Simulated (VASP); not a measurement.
Here is a VASP 6.6.1 calculation.

The input INCAR:

```
PREC     = Accurate       # precision mode
ENCUT    = 520            # plane-wave cutoff, eV
EDIFF    = 1E-6           # SCF threshold, eV
ISMEAR   = -1             # smearing method
SIGMA    = 0.05           # smearing width, eV
LREAL    = F              # projectors in reciprocal space
LASPH    = T              # aspherical terms in the spheres
NELM     = 60             # most SCF steps
ALGO     = Normal         # electronic algorithm
ISIF     = 2              # what is computed and relaxed
LWAVE    = F              # write WAVECAR
LCHARG   = F              # write CHGCAR
GGA      = PS             # functional
NBANDS   = 22             # bands
```

The input KPOINTS:

```
regular mesh
0
Gamma
  8 8 4
```

The input POSCAR:

```
Br
1.0
    3.4462614720     -1.9202282077      0.0000000000
    3.4462614720      1.9202282077      0.0000000000
    0.0000000000      0.0000000000      8.2156947489
Br
4
Direct
    0.8475370174      0.1524629826      0.1200462650
    0.6524629826      0.3475370174      0.6200462650
    0.1524629826      0.8475370174      0.8799537350
    0.3475370174      0.6524629826      0.3799537350
```

Potentials or basis: VASP PAW PBE potentials, release 64 (Br).

Run with:

```console
$ cat potpaw_PBE.64/Br/POTCAR > POTCAR
$ mpirun -np 1 vasp_std > vasp.out
```

(1) What does it give for the largest force?

(2) Estimate the band gap on the k mesh.

Answers

(1) 0.962 eV/Å.

(2) 1.49 eV (least direct gap 1.59 eV).

Caveat: the PAW data sets were made with another functional, which shifts forces and pressure a little.
